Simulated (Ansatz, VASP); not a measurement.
## SnO: VASP beside Ansatz

POSCAR

```
SnO
1.0
    0.0000000000      2.5113455109      2.5113455109
    2.5113455109      0.0000000000      2.5113455109
    2.5113455109      2.5113455109      0.0000000000
Sn O
1 1
Direct
    0.0000000000      0.0000000000      0.0000000000
    0.5000000000      0.5000000000      0.5000000000
```

File INCAR.step1:

```
SYSTEM = SnO
PREC = Accurate
ENCUT = 520
ISMEAR = -1
SIGMA = 0.02
LREAL = .False.
LASPH = .True.
NELM = 60
NBANDS = 17
GGA = PE
ALGO = Normal
EDIFF = 1E-4
LWAVE = .True.
LCHARG = .False.
```

File INCAR.step2:

```
SYSTEM = SnO
PREC = Accurate
ENCUT = 520
EDIFF = 1E-7
ISMEAR = -1
SIGMA = 0.02
LREAL = .False.
LASPH = .True.
NELM = 60
ALGO = Normal
ISIF = 2
LWAVE = .False.
LCHARG = .False.
METAGGA = R2SCAN
LMIXTAU = .True.
NBANDS = 17
ISTART = 1
```

KPOINTS

```
Automatic mesh
0
Gamma
  8 8 8
  0 0 0
```

Input for Ansatz:

```yaml
crystal:
  lattice:
    - [0.0, 2.5113455109, 2.5113455109]
    - [2.5113455109, 0.0, 2.5113455109]
    - [2.5113455109, 2.5113455109, 0.0]
  atoms:
    - { symbol: Sn, position: [0.0, 0.0, 0.0] }
    - { symbol: O, position: [0.5, 0.5, 0.5] }
kpoints:
  mp_grid: { grid: [8, 8, 8] }
hamiltonian:
  xc: r2scan
scf:
  occupations: { method: fermi_dirac, width: 0.02 }
  n_extra_bands: 4
output:
  forces: true
  stress: true
  eigenvalues: true
```

Alike in both runs: task single point; functional r2SCAN; k mesh 8 × 8 × 8; occupations fermi-dirac, width 0.02 eV; no spin polarisation.

```csv
,VASP,Ansatz
version,VASP 6.6.1,Ansatz 0.2.0
potentials or method,"VASP PAW PBE potentials, release 64 (Sn_d, O)","plane waves, PAW"
plane-wave cutoff (eV),520,500
valence electrons in the cell,20,20
```

```csv
,VASP,Ansatz,Ansatz less VASP
gap on the k mesh at the Fermi level (eV),1.01,1.02,+0.003
pressure (GPa),3.5,3.3,-0.21
```

VASP's potentials were made for PBE, not for r2SCAN.
